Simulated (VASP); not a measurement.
# CrGe4Mo (P4/mmm) in VASP: further runs

Runs on CrGe4Mo. Level: PBE. Tasks: single point.

Everything below comes from runs of VASP 6.6.1. Logs are shortened: lines on timing, memory, paths and dates and some standing lists are left out, and cuts for length are marked.

## 1. The cell of the first run

It takes space group P4/mmm (No. 123, tetragonal). Conventional cell: a = 3.223 Å, b = 3.223 Å, c = 8.006 Å, α = 90.00°, β = 90.00°, γ = 90.00°. Within 3.4 Å of Cr (site symmetry 4/mmm) lie 10 Ge at 2.60 to 2.66 Å and 4 Cr at 3.22 Å. Within 3.5 Å of Ge (site symmetry 4mm) lie 4 Mo at 2.65 Å and 1 Cr at 2.66 Å and 9 Ge at 2.68 to 3.22 Å. Within 3.3 Å of Ge (site symmetry 4mm) lie 9 Ge at 2.51 to 3.22 Å and 4 Cr at 2.60 Å and 1 Mo at 2.75 Å. Within 3.5 Å of Mo (site symmetry 4/mmm) lie 10 Ge at 2.65 to 2.75 Å and 4 Mo at 3.22 Å.

## 2. Single point, PBE (volume scaled by 0.94, then relaxed in part)

Input file INCAR:

```
PREC     = Accurate       # precision mode
ENCUT    = 520            # plane-wave cutoff, eV
EDIFF    = 1E-6           # SCF threshold, eV
ISMEAR   = 0              # smearing method
SIGMA    = 0.1            # smearing width, eV
LREAL    = False          # projectors in reciprocal space
LASPH    = True           # aspherical terms in the spheres
NELM     = 100            # most SCF steps
ALGO     = Normal         # electronic algorithm
ISIF     = 2              # what is computed and relaxed
LWAVE    = False          # write WAVECAR
LCHARG   = True           # write CHGCAR
GGA      = PE             # functional
LELF     = True           # ELF
LVHAR    = True         
NBANDS   = 50             # bands
```

Input file KPOINTS:

```
Automatic mesh
0
Gamma
  12 12 6
```

Input file POSCAR:

```
CrGe4Mo
1.0
    3.2225419514      0.0000000000      0.0000000000
    0.0000000000      3.2225419514      0.0000000000
    0.0000000000      0.0000000000      8.0058936776
Cr Ge Mo
1 4 1
Direct
    0.0000000000      0.0000000000      0.0000000000
    0.0000000000      0.0000000000      0.6678303663
    0.5000000000      0.5000000000      0.1565958446
    0.0000000000      0.0000000000      0.3321696337
    0.5000000000      0.5000000000      0.8434041554
    0.5000000000      0.5000000000      0.5000000000
```

Potentials or basis: VASP PAW PBE potentials, release 64 (Cr_pv, Ge_d, Mo_sv).

Command:

```console
$ cat potpaw_PBE.64/Cr_pv/POTCAR potpaw_PBE.64/Ge_d/POTCAR potpaw_PBE.64/Mo_sv/POTCAR > POTCAR
$ mpirun -np 1 vasp_std > vasp.out
```

OUTCAR:

```text
PREC = Accurate
   ENCUT = 520
   EDIFF = 1E-6
   ISMEAR = 0
   LREAL = False
   LASPH = True
   NELM = 100
   ISIF = 2
   GGA = PE

 ion  position               nearest neighbor table
   1  0.000  0.000  0.000-   3 2.60   5 2.60   3 2.60   5 2.60   3 2.60   5 2.60   3 2.60   5 2.60
                             4 2.66   2 2.66
   2  0.000  0.000  0.668-   6 2.65   6 2.65   6 2.65   6 2.65   1 2.66   5 2.68   5 2.68   5 2.68
                             5 2.68   4 2.69
   3  0.500  0.500  0.157-   5 2.51   1 2.60   1 2.60   1 2.60   1 2.60   4 2.68   4 2.68   4 2.68
                             4 2.68   6 2.75
   4  0.000  0.000  0.332-   6 2.65   6 2.65   6 2.65   6 2.65   1 2.66   3 2.68   3 2.68   3 2.68
                             3 2.68   2 2.69
   5  0.500  0.500  0.843-   3 2.51   1 2.60   1 2.60   1 2.60   1 2.60   2 2.68   2 2.68   2 2.68
                             2 2.68   6 2.75
   6  0.500  0.500  0.500-   2 2.65   4 2.65   2 2.65   4 2.65   2 2.65   4 2.65   2 2.65   4 2.65
                             3 2.75   5 2.75

  LATTYP: Found a simple tetragonal cell.
 ALAT       =     3.2225419514
 C/A-ratio  =     2.4843411811

  Lattice vectors:

 A1 = (   3.2225419514,   0.0000000000,   0.0000000000)
 A2 = (   0.0000000000,   3.2225419514,   0.0000000000)
 A3 = (   0.0000000000,   0.0000000000,   8.0058936776)

Analysis of symmetry for initial positions (statically):
=====================================================================
 Subroutine PRICEL returns:
 Original cell was already a primitive cell.

 Routine SETGRP: Setting up the symmetry group for a
 simple tetragonal supercell.

 Subroutine GETGRP returns: Found 16 space group operations
 (whereof 16 operations were pure point group operations)
 out of a pool of 16 trial point group operations.

The static configuration has the point symmetry D_4h.

Analysis of symmetry for dynamics (positions and initial velocities):
=====================================================================
 Subroutine PRICEL returns:
 Original cell was already a primitive cell.

 Routine SETGRP: Setting up the symmetry group for a
 simple tetragonal supercell.

 Subroutine GETGRP returns: Found 16 space group operations
 (whereof 16 operations were pure point group operations)
 out of a pool of 16 trial point group operations.

The dynamic configuration has the point symmetry D_4h.

 Subroutine INISYM returns: Found 16 space group operations
 (whereof 16 operations are pure point group operations),
 and found     1 'primitive' translations

----------------------------------------------------------------------------------------

                                     Primitive cell

  volume of cell :      83.1394

  direct lattice vectors                    reciprocal lattice vectors
     3.222541951  0.000000000  0.000000000     0.310314036  0.000000000  0.000000000
     0.000000000  3.222541951  0.000000000     0.000000000  0.310314036  0.000000000
     0.000000000  0.000000000  8.005893678     0.000000000  0.000000000  0.124907979

  length of vectors
     3.222541951  3.222541951  8.005893678     0.310314036  0.310314036  0.124907979

  position of ions in fractional coordinates (direct lattice)
     0.000000000  0.000000000  0.000000000
     0.000000000  0.000000000  0.667830366
     0.500000000  0.500000000  0.156595845
     0.000000000  0.000000000  0.332169634
     0.500000000  0.500000000  0.843404155
     0.500000000  0.500000000  0.500000000

  ion indices of the primitive-cell ions
   primitive index   ion index
                 1           1
                 2           2
                 3           3
                 4           4
                 5           5
                 6           6

----------------------------------------------------------------------------------------

 KPOINTS: Automatic mesh

Automatic generation of k-mesh.
 Grid dimensions read from file:
 generate k-points for:   12   12    6

 Generating k-lattice:

  Cartesian coordinates                     Fractional coordinates (reciprocal lattice)
     0.025859503  0.000000000  0.000000000     0.083333333  0.000000000  0.000000000
     0.000000000  0.025859503  0.000000000     0.000000000  0.083333333  0.000000000
     0.000000000  0.000000000  0.020817997     0.000000000  0.000000000  0.166666667

  Length of vectors
     0.025859503  0.025859503  0.020817997

  Shift w.r.t. Gamma in fractional coordinates (k-lattice)
     0.000000000  0.000000000  0.000000000

 Subroutine IBZKPT returns following result:
 ===========================================

 Found    112 irreducible k-points:

 Following reciprocal coordinates:
            Coordinates               Weight
  0.000000  0.000000  0.000000      1.000000
  0.083333  0.000000  0.000000      4.000000
  0.166667  0.000000  0.000000      4.000000
  0.250000  0.000000  0.000000      4.000000
  0.333333  0.000000  0.000000      4.000000
  0.416667  0.000000  0.000000      4.000000
[... 16 lines left out ...]
  0.333333  0.333333  0.000000      4.000000
  0.416667  0.333333  0.000000      8.000000
 [... further k-points ...]
   k-points           NKPTS =    112   k-points in BZ     NKDIM =    112   number of bands    NBANDS=     50
   number of dos      NEDOS =    301   number of ions     NIONS =      6
   total plane-waves  NPLWV =  34560
   dimension x,y,z NGX =    24 NGY =   24 NGZ =   60
   dimension x,y,z NGXF=    48 NGYF=   48 NGZF=  120
   ions per type =               1   4   1
   NGX,Y,Z   is equivalent  to a cutoff of  12.38, 12.38, 12.46 a.u.
   NGXF,Y,Z  is equivalent  to a cutoff of  24.76, 24.76, 24.92 a.u.
 SYSTEM =  unknown system
   PREC   = accura    normal or accurate (medium, high low for compatibility)
   ISTART =      0    job   : 0-new  1-cont  2-samecut
   ICHARG =      2    charge: 1-file 2-atom 10-const
   ISPIN  =      1    spin polarized calculation?
   LNONCOLLINEAR =      F non collinear calculations
   LSORBIT =      F    spin-orbit coupling
   LASPH  =      T    aspherical Exc in radial PAW
   ENCUT  =  520.0 eV  38.22 Ry    6.18 a.u.   5.99  5.99 14.89*2*pi/ulx,y,z
   NELM   =    100;   NELMIN=  2; NELMDL= -5     # of ELM steps
   EDIFF  = 0.1E-05   stopping-criterion for ELM
   LREAL  =      F    real-space projection
   EDIFFG = 0.1E-04   stopping-criterion for IOM
   NSW    =      0    number of steps for IOM
   IBRION =     -1    ionic relax: 0-MD 1-quasi-New 2-CG
   NFREE  =      0    steps in history (QN), initial steepest desc. (CG)
   ISIF   =      2    stress and relaxation
   ISYM   =      2    0-nonsym 1-usesym 2-fastsym
   POTIM  = 0.5000    time-step for ionic-motion
   TEBEG  =    0.0;   TEEND  =   0.0 temperature during run
   PSTRESS=    0.0 pullay stress
   NELECT =      82.0000    total number of electrons
   NUPDOWN=      -1.0000    fix difference up-down
   EMIN   =  10.00;   EMAX   =-10.00  energy-range for DOS
   EFERMI =   0.00;   METHOD = LEGACY
   ISMEAR =     0;   SIGMA  =   0.10  broadening in eV -4-tet -1-fermi 0-gaus
   EFERMI_NEDOS =   21; number of points for ismear=-14 and -15
   IALGO  =     38    algorithm
   IMIX   =      4    mixing-type and parameters
     AMIX     =   0.40;   BMIX     =  1.00
     AMIX_MAG =   1.60;   BMIX_MAG =  1.00
  volume/ion in A,a.u.               =      13.86        93.51
  Fermi-wavevector in a.u.,A,eV,Ry     =   1.629585  3.079470 36.130931  2.655549
  Thomas-Fermi vector in A             =   2.722027
   LORBIT       =      0    0 simple, 1 ext, 2 COOP (PROOUT), +10 PAW based schemes
   GGA     = PE    functional components
   LHFCALC =     F    Hartree Fock is set to
   AEXX    =    0.0000 exact exchange contribution
   IVDW    =     0    specifies the selected vdW correction
   LEPSILON=     F    determine dielectric tensor
   LRPA    =     F    only Hartree local field effects (RPA)
 non-spin polarized calculation
 Gauss-broadening in eV      SIGMA  =   0.10
  energy-cutoff  :      520.00
  volume of cell :       83.14
 maximum number of plane-waves:      2268
 NGX is ok and might be reduce to    24
   NGX = 11   NGY = 11   NGZ = 29

 number of electron      81.9999897 magnetization

 Free energy of the ion-electron system (eV)
  ---------------------------------------------------
  ext. energy  EPLUGINS =         0.00000000
  ---------------------------------------------------
  free energy    TOTEN  =       -38.52201792 eV

  energy without entropy =      -38.51778870  energy(sigma->0) =      -38.51990331

 E-fermi :  10.7400     XC(G=0): -13.0788

 val. band max:       10.7378570942   @ k =   0.1667   0.1667   0.0000
 cond. band min:      10.7540091815   @ k =   0.0833   0.0000   0.0000
 fundamental gap:      0.0161520873
 Fermi energy:        10.7399561585

 k-point     1 :       0.0000    0.0000    0.0000
  band No.  band energies     occupation
      1     -50.0186      2.00000
      2     -32.2049      2.00000
      3     -32.2049      2.00000
      4     -32.0996      2.00000
      5     -24.2111      2.00000
      6     -24.0870      2.00000
[... 42 lines left out ...]
     49      15.1154      0.00000
     50      15.1155      0.00000

 k-point     2 :       0.0833    0.0000    0.0000
  band No.  band energies     occupation
      1     -50.0175      2.00000
      2     -32.2083      2.00000
      3     -32.2046      2.00000
      4     -32.0993      2.00000
      5     -24.2091      2.00000
      6     -24.1031      2.00000
[... 42 lines left out ...]
     49      15.1028      0.00000
     50      15.2821      0.00000

 k-point     3 :       0.1667    0.0000    0.0000
  band No.  band energies     occupation
      1     -50.0145      2.00000
      2     -32.2175      2.00000
      3     -32.2038      2.00000
      4     -32.0983      2.00000
      5     -24.2035      2.00000
      6     -24.1470      2.00000
[... 42 lines left out ...]
     49      15.6439      0.00000
     50      15.8922      0.00000

 k-point     4 :       0.2500    0.0000    0.0000
  band No.  band energies     occupation
      1     -50.0103      2.00000
      2     -32.2301      2.00000
      3     -32.2027      2.00000
      4     -32.0969      2.00000
      5     -24.2064      2.00000
      6     -24.1959      2.00000
[... 999 lines left out ...]
 k-point    23 :       0.3333    0.3333    0.0000
  band No.  band energies     occupation
      1     -49.9941      2.00000
      2     -32.2386      2.00000
      3     -32.2378      2.00000
      4     -32.0919      2.00000
      5     -24.2443      2.00000
      6     -24.2393      2.00000
[... 42 lines left out ...]
     49      14.0767      0.00000
     50      15.0069      0.00000

 k-point    24 :       0.4167    0.3333    0.0000
  band No.  band energies     occupation
      1     -49.9911      2.00000
      2     -32.2471      2.00000
      3     -32.2371      2.00000
      4     -32.0910      2.00000
      5     -24.2829      2.00000
      6     -24.2360      2.00000
[... 42 lines left out ...]
     49      14.4200      0.00000
     50      15.1934      0.00000

 [... further k-points ...]
[... 5 lines left out ...]
  --------------------------------------------------------------------------------------
  -------------------------------------------------------------------------------------
  Total        5.7919525      5.7919525      5.8117911      0.0000000     -0.0000000      0.0000000
  in kB      111.6165498    111.6165498    111.9988589      0.0000000     -0.0000000      0.0000000
  external PRESSURE =     111.7439862 kB  Pullay stress =       0.0000000 kB

 VOLUME and BASIS-vectors are now :
 -----------------------------------------------------------------------------
  energy-cutoff  :      520.00
  volume of cell :       83.14
      direct lattice vectors                 reciprocal lattice vectors
     3.222541951  0.000000000  0.000000000     0.310314036  0.000000000  0.000000000
     0.000000000  3.222541951  0.000000000     0.000000000  0.310314036  0.000000000
     0.000000000  0.000000000  8.005893678     0.000000000  0.000000000  0.124907979

 POSITION                                       TOTAL-FORCE (eV/Angst)
 -----------------------------------------------------------------------------------
      0.00000      0.00000      0.00000        -0.000000      0.000000      0.000000
      0.00000      0.00000      5.34658        -0.000000      0.000000      0.013704
      1.61127      1.61127      1.25369        -0.000000     -0.000000     -0.007970
      0.00000      0.00000      2.65931        -0.000000      0.000000     -0.013704
      1.61127      1.61127      6.75220         0.000000     -0.000000      0.007970
      1.61127      1.61127      4.00295        -0.000000      0.000000      0.000000
 -----------------------------------------------------------------------------------
    total drift:                                0.000000     -0.000000      0.000000

  FREE ENERGIE OF THE ION-ELECTRON SYSTEM (eV)
  ---------------------------------------------------
  free  energy   TOTEN  =       -38.5220179223 eV

  energy  without entropy=      -38.5177886954  energy(sigma->0) =      -38.51990331
```

It took 5 min on 1 thread of AMD EPYC 9R45 (Zen 5), shared host; peak memory 0.44 GiB.

Results:

```
Free energy            : -38.5220 eV
Pressure               : 11.2 GPa
Largest force          : 0.014 eV/Å
Band gap on the k mesh : zero (band 41 reaches 11.36 eV, above the bottom of band 42 at 10.52 eV)
```

Forces in eV/Å, atoms in the order of the input:
```
Cr   0.000  0.000  0.000
Ge   0.000  0.000  0.014
Ge   0.000  0.000 -0.008
Ge   0.000  0.000 -0.014
Ge   0.000  0.000  0.008
Mo   0.000  0.000  0.000
```

Levels at points of the mesh, in eV from the Fermi level:
```tsv
k point	band 39	band 40	band 41	band 42	band 43	band 44
(0.00, 0.00, 0.00)	-0.43	-0.38	-0.38	0.03	0.62	2.74
(0.50, 0.00, 0.00)	-1.70	-0.27	-0.22	0.82	1.98	2.11
(0.50, 0.50, 0.00)	-2.36	-1.37	-1.37	0.83	1.25	1.80
(0.00, 0.00, 0.50)	-1.43	0.03	0.62	1.03	1.52	1.55
(0.50, 0.00, 0.50)	-1.72	-0.18	-0.10	0.87	1.81	2.52
(0.50, 0.50, 0.50)	-2.43	-1.46	-1.46	-0.18	0.25	0.83
```

 Spin polarisation is off, so any magnetic state and its effect on volume and gap are missing.

(Part 1 of 2 ends here.)
